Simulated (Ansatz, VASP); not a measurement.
# BiSe4: VASP beside Ansatz

```
Bi Se
1.0
    -3.29832    3.29832    3.29832
     3.29832   -3.29832    3.29832
     3.29832    3.29832   -3.29832
Bi Se
1 4
Direct
  0.00000 0.00000 0.00000
  0.50000 0.50000 0.50000
  0.00000 0.00000 0.50000
  0.00000 0.50000 0.00000
  0.50000 0.00000 0.00000
```

Alike in both runs: task single point; functional PBE; k mesh 4 × 4 × 4; occupations gaussian, width 0.1 eV; no spin polarisation.

|  | VASP | Ansatz |
| --- | --- | --- |
| version | VASP 6.6.1 | Ansatz 0.2.0 |
| potentials or method | VASP PAW PBE potentials, release 64 (Bi_d, Se), cutoff 520 eV | scalar-relativistic, plane waves, PAW |
| valence electrons in the cell | 39 | 79 |

```tsv
	VASP	Ansatz	Ansatz less VASP
gap on the k mesh at the Fermi level (eV)	none	none	-
pressure (GPa)	2.7	2.7	0.00
```

A gap of «none» marks a metal or a gap that the smearing closes. With one functional, cell and mesh, what is left measures potentials, basis and numerics. VASP's potentials hold 39 valence electrons a cell and Ansatz's 79, so a difference there can come from the potentials and not from the codes.

Spin-orbit coupling is off throughout.
